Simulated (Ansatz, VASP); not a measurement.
## One calculation of Bi3H2, two programs

```
CELL_PARAMETERS angstrom
3.91089 0.00000 0.00000
0.00000 3.91089 0.00000
0.00000 0.00000 9.67936
ATOMIC_POSITIONS crystal
Bi 0.50000 0.50000 0.84601
Bi 0.50000 0.50000 0.15399
Bi 0.50000 0.50000 0.50000
H 0.00000 0.50000 0.50000
H 0.50000 0.00000 0.50000
```

Alike in both runs: functional PBE; k mesh 4 × 4 × 4; occupations gaussian, width 0.1 eV; no spin polarisation.

Ansatz relaxed the structure, and its values are those at the end. VASP's run is a single point on that final structure, the one shown.

|  | VASP | Ansatz |
| --- | --- | --- |
| version | VASP 6.6.1 | Ansatz 0.2.0 |
| potentials or method | VASP PAW PBE potentials, release 64 (Bi_d, H), cutoff 520 eV | scalar-relativistic, plane waves, PAW |
| valence electrons in the cell | 47 | 47 |

VASP gave:

| Property | Result |
| --- | --- |
| gap on the k mesh at the Fermi level (eV) | none |
| pressure (GPa) | -0.1 |
| rms of the force components (eV/Å) | 0.004 |

Question: Which values does Ansatz return?

Answer: gap on the k mesh at the Fermi level (eV): none; pressure (GPa): 0.0; rms of the force components (eV/Å): 0.005.

A gap of «none» marks a metal or a gap that the smearing closes.

The k mesh is coarse, so the values compare programs but aren't converged. Spin-orbit coupling is off throughout.
